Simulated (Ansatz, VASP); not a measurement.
# Ta4O: VASP beside Ansatz

```
Ta O
1.0
     3.25750    0.00000    0.00000
     0.00000    3.25750    0.00000
     0.00000    0.00000    7.40934
Ta O
4 1
Direct
  0.00000 0.00000 0.00000
  0.50000 0.50000 0.21684
  0.50000 0.50000 0.78316
  0.00000 0.00000 0.50000
  0.50000 0.50000 0.50000
```

Alike in both runs: functional PBEsol; k mesh 8 × 8 × 4; occupations fermi-dirac, width 0.05 eV; no spin polarisation; Hubbard terms Ta d U = 8.0 eV.

```csv
,VASP,Ansatz
version,VASP 6.6.1,Ansatz 0.2.0
potentials or method,"VASP PAW PBE potentials, release 64 (Ta_pv, O)",Ansatz PAW
plane-wave cutoff (eV),520,420
valence electrons in the cell,50,58
task,single point,band structure
```

|  | VASP | Ansatz | Ansatz less VASP |
| --- | --- | --- | --- |
| gap on the k mesh at the Fermi level (eV) | none | none | - |
| pressure (GPa) | 17.7 | 12.4 | -5.33 |
| traceless stress, the component that is largest in VASP (GPa) | -2.49 | -13.39 | -10.900 |
| rms of the force components (eV/Å) | 0.347 | 0.212 | -0.1348 |

VASP's potentials were made for PBE, not for PBEsol. The programs project onto different local orbitals, so the same U acts differently, and such runs can settle in different states. Atom by atom the forces differ by 0.135 eV/Å (rms over components). A gap of «none» marks a metal or a gap that the smearing closes. VASP's potentials hold 50 valence electrons a cell and Ansatz's 58, so a difference there can come from the potentials and not from the codes.

Neither program's run includes spin-orbit coupling.
